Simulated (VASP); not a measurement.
# Ge (Cmce) in VASP: further runs, part 2 of 2

VASP 6.6.1.

### 3 Relaxation of cell and atoms, PBE

Contents of INCAR:

```
SYSTEM = Ge
PREC     = Accurate       ! precision mode
ENCUT    = 600            ! plane-wave cutoff, eV
EDIFF    = 1E-6           ! SCF threshold, eV
ISMEAR   = 0              ! smearing method
SIGMA    = 0.1            ! smearing width, eV
LREAL    = .False.        ! projectors in reciprocal space
LASPH    = .True.         ! aspherical terms in the spheres
NELM     = 60             ! most SCF steps
ALGO     = Normal         ! electronic algorithm
ISIF     = 3              ! what is computed and relaxed
LWAVE    = .False.        ! write WAVECAR
LCHARG   = .False.        ! write CHGCAR
GGA      = PE             ! functional
IBRION   = 2              ! ionic algorithm
NSW      = 90             ! ionic steps
EDIFFG   = -0.04          ! ionic threshold
```

Contents of KPOINTS:

```
regular mesh
0
Gamma
  6 6 2
  0 0 0
```

Contents of POSCAR:

```
Ge
1.0
    2.9962801600     -1.9803119734      0.0000000000
    2.9962801600      1.9803119734      0.0000000000
    0.0000000000      0.0000000000      8.0781860689
Ge
4
Direct
    0.8500000000      0.1500000000      0.1170000000
    0.6500000000      0.3500000000      0.6170000000
    0.1500000000      0.8500000000      0.8830000000
    0.3500000000      0.6500000000      0.3830000000
```

Potentials or basis: VASP PAW PBE potentials, release 64 (Ge_d).

The run is started by

```sh
$ cat potpaw_PBE.64/Ge_d/POTCAR > POTCAR
$ mpirun -np 1 vasp_std > vasp.out
```

OUTCAR:

```text
SYSTEM = Ge
   PREC = Accurate
   ENCUT = 600
   EDIFF = 1E-6
   ISMEAR = 0
   LREAL = .False.
   LASPH = .True.
   NELM = 60
   ISIF = 3
   GGA = PE
   IBRION = 2
   NSW = 90
   EDIFFG = -0.04

 ion  position               nearest neighbor table
   1  0.850  0.150  0.117-   3 2.23
   2  0.650  0.350  0.617-   4 2.23
   3  0.150  0.850  0.883-   1 2.23
   4  0.350  0.650  0.383-   2 2.23

  LATTYP: Found a base centered orthorhombic cell.
 ALAT       =     3.9606239468
 B/A-ratio  =     1.5130344109
 C/A-ratio  =     2.0396246090

  Lattice vectors:

 A1 = (  -2.9962801600,  -1.9803119734,   0.0000000000)
 A2 = (   2.9962801600,  -1.9803119734,   0.0000000000)
 A3 = (   0.0000000000,   0.0000000000,   8.0781860689)

Analysis of symmetry for initial positions (statically):
=====================================================================
 Subroutine PRICEL returns:
 Original cell was already a primitive cell.

 Routine SETGRP: Setting up the symmetry group for a
 base centered orthorhombic supercell.

 Subroutine GETGRP returns: Found  8 space group operations
 (whereof  4 operations were pure point group operations)
 out of a pool of  8 trial point group operations.

The static configuration has the point symmetry C_2h.
 The point group associated with its full space group is D_2h.

Analysis of symmetry for dynamics (positions and initial velocities):
[... 272 lines left out ...]
  FREE ENERGIE OF THE ION-ELECTRON SYSTEM (eV)
  ---------------------------------------------------
  free  energy   TOTEN  =       -15.9848046127 eV

  energy  without entropy=      -15.9601634321  energy(sigma->0) =      -15.97248402

 E-fermi :   4.2695     XC(G=0): -10.0520

 val. band max:        4.2656581549   @ k =   0.1667   0.1667   0.0000
 cond. band min:       4.3595013723   @ k =   0.5000   0.1667   0.5000
 fundamental gap:      0.0938432174
 Fermi energy:         4.2695049107

 k-point     1 :       0.0000    0.0000    0.0000
  band No.  band energies     occupation
      1     -20.3407      2.00000
      2     -20.3355      2.00000
      3     -20.3211      2.00000
      4     -20.3193      2.00000
      5     -20.3180      2.00000
      6     -20.3161      2.00000
[... 853 lines left out ...]
     32       5.3260      0.00000
     33       6.6711      0.00000

 [... further k-points ...]

[... ionic steps 4 to 34 ...]

--------------------------------------- Ionic step       35  -------------------------------------------

 number of electron      56.0000020 magnetization

------------------------ aborting loop because EDIFF is reached ----------------------------------------
[... 71 lines left out ...]
--------------------------------------- Ionic step       37  -------------------------------------------

 number of electron      56.0000018 magnetization

 Free energy of the ion-electron system (eV)
  ---------------------------------------------------
  ext. energy  EPLUGINS =         0.00000000
  ---------------------------------------------------
  free energy    TOTEN  =       -16.75428961 eV

  energy without entropy =      -16.74555941  energy(sigma->0) =      -16.74992451

 E-fermi :   6.3280     XC(G=0): -11.1503

 val. band max:        6.3216863528   @ k =   0.5000   0.3333   0.5000
 cond. band min:       6.3379107525   @ k =   0.5000   0.5000   0.0000
 fundamental gap:      0.0162243997
 Fermi energy:         6.3279687494

 k-point     1 :       0.0000    0.0000    0.0000
  band No.  band energies     occupation
      1     -18.2996      2.00000
      2     -18.2929      2.00000
      3     -18.2685      2.00000
      4     -18.2665      2.00000
      5     -18.2564      2.00000
      6     -18.2553      2.00000
[... 886 lines left out ...]
  FREE ENERGIE OF THE ION-ELECTRON SYSTEM (eV)
  ---------------------------------------------------
  free  energy   TOTEN  =       -16.7542896132 eV

  energy  without entropy=      -16.7455594107  energy(sigma->0) =      -16.74992451

 reached required accuracy - stopping structural energy minimisation
```

Wall time 64 min (1 thread of Intel Xeon 8259CL, shared host); peak memory 0.29 GiB.

Results:

```yaml
Free_energy: -16.7543 eV
Relaxed_volume: 19.40 Å³/atom
Relaxed_cell: a = 3.179 Å, b = 3.179 Å, c = 7.805 Å, α = 90.00°, β = 90.00°, γ = 79.73°
Space_group_after_relaxing_to_0.1_Å: Fmmm (No. 69)
Energy_gained_by_relaxing: 469.4 meV/atom
Ionic_steps: 37
Pressure_after_relaxing: 0.0 GPa
Largest_force_after_relaxing: 0.021 eV/Å
Band_gap_on_the_k_mesh: zero (bands 28 and 29 overlap by 4.93 eV)
```

Forces on the atoms (eV/Å):
```
Ge   0.000  0.000 -0.021
Ge   0.000  0.000 -0.021
Ge   0.000  0.000  0.021
Ge   0.000  0.000  0.021
```

Step by step:
```
step  energy change (eV)  largest force (eV/Å)  pressure (GPa)  volume (Å³)
   1              0.0000                3.2601            0.32        95.86
   2             -1.0875                0.4642           -5.83        96.28
   3             -1.1080                0.3621           -5.84        96.30
   4             -1.1419                0.2280           -5.78        96.31
   5             -1.2040                0.0753           -5.58        96.29
   6             -1.5053                0.5465            0.31        83.64
   7             -1.5053                0.5404            0.29        83.75
   8             -1.5887                0.3241            0.33        82.24
   9             -1.6075                0.3161            0.67        81.33
  10             -1.6070                0.2218            1.39        79.43
  11             -1.6172                0.2751            1.09        80.39
  12             -1.6404                0.1830           -0.94        82.49
  13             -1.6408                0.1710           -1.25        82.83
  14             -1.6625                0.1601           -1.36        82.18
  15             -1.6830                0.2156           -1.22        81.27
  16             -1.6881                0.3915           -0.45        79.41
  17             -1.6972                0.2676           -0.86        80.40
  18             -1.7197                0.3048           -0.42        79.33
  19             -1.7464                0.4742            2.17        76.14
  20             -1.7486                0.4293            1.44        76.90
  21             -1.7715                0.4184            1.60        76.61
  22             -1.8102                0.3848            2.18        75.72
  23             -1.8128                0.3841            2.43        75.37
  24             -1.8403                0.2922            1.16        76.58
  25             -1.8535                0.2061           -0.18        77.93
  26             -1.8544                0.1825           -0.55        78.34
  27             -1.8599                0.1454           -0.35        78.14
  28             -1.8662                0.0941           -0.14        77.82
  29             -1.8690                0.1069            0.33        77.18
  30             -1.8695                0.0897            0.29        77.33
  31             -1.8714                0.0900            0.04        77.60
  32             -1.8731                0.0819           -0.54        78.26
  33             -1.8742                0.0723           -0.39        78.17
  34             -1.8752                0.0600           -0.30        78.08
  35             -1.8759                0.0340           -0.21        77.89
  36             -1.8771                0.0259           -0.01        77.71
  37             -1.8775                0.0214            0.04        77.62
```

Final structure:
```xyz
4
Lattice="2.4403 -2.0377 0.0000 2.4403 2.0377 0.0000 0.0000 0.0000 7.8047" Properties=species:S:1:pos:R:3 pbc="T T T"
Ge    2.4403   -1.0191    0.9784
Ge    2.4403   -1.0187    4.8807
Ge    2.4403    1.0191    6.8262
Ge    2.4403    1.0187    2.9239
```

Caveat: the k points lie up to 0.40 Å⁻¹ apart in the final cell, too coarse for converged energies and pressures of a metal; the volume moved by over 15 % at a fixed basis, so the end points are rough.

The gap in the log of VASP goes by the Fermi energy; the results here count the filled bands.